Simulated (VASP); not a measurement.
Runs of VASP 6.6.1 on ZrTeBr. The structure is that of space group P-6m2 (No. 187), or close to it. The cells are those of the table. 

```tsv
task	spin	cell	k mesh	cutoff (eV)	gap on the mesh (eV)	pressure (GPa)	moment (μB)
single point	off	a = 4.793, b = 4.793, c = 5.283 Å, angles 90.0, 90.0, 120.0°, 3 atoms	6 × 6 × 4	520	none	-1.1	-
relaxation of cell and atoms	off	relaxed from a = 5.010, b = 5.010, c = 3.653 Å, angles 90.0, 90.0, 120.0°, 3 atoms	12 × 12 × 12	600	none	0.0	-
single point	collinear, ferromagnetic start	a = 4.793, b = 4.793, c = 5.283 Å, angles 90.0, 90.0, 120.0°, 3 atoms	6 × 6 × 4	520	none	-0.6	0.87
single point	collinear, ferromagnetic start	a = 5.010, b = 5.010, c = 3.653 Å, angles 90.0, 90.0, 120.0°, 3 atoms	12 × 12 × 10	520	none	0.0	(a)
single point	off	a = 5.004, b = 5.004, c = 3.670 Å, angles 90.0, 90.0, 120.0°, 3 atoms	12 × 12 × 12	520	none	0.0	-
```

Alike in all rows: level PBE; potentials or basis VASP PAW PBE potentials, release 64 (Zr_sv, Te, Br); smearing gaussian 0.1 eV.

Task: Fill in the values left out.

Result: (a) 0.00.

Caveats: spin-orbit coupling is left out, which moves the levels of the heavy elements; an odd number of electrons without spin polarisation forces a metal (some runs); a magnetic or distorted state may lie lower (some runs).

A k mesh can miss the band edges, and the runs leave out spin-orbit coupling on Br, Te, Zr.

A gap of «none» marks levels without a gap at the run's occupations.
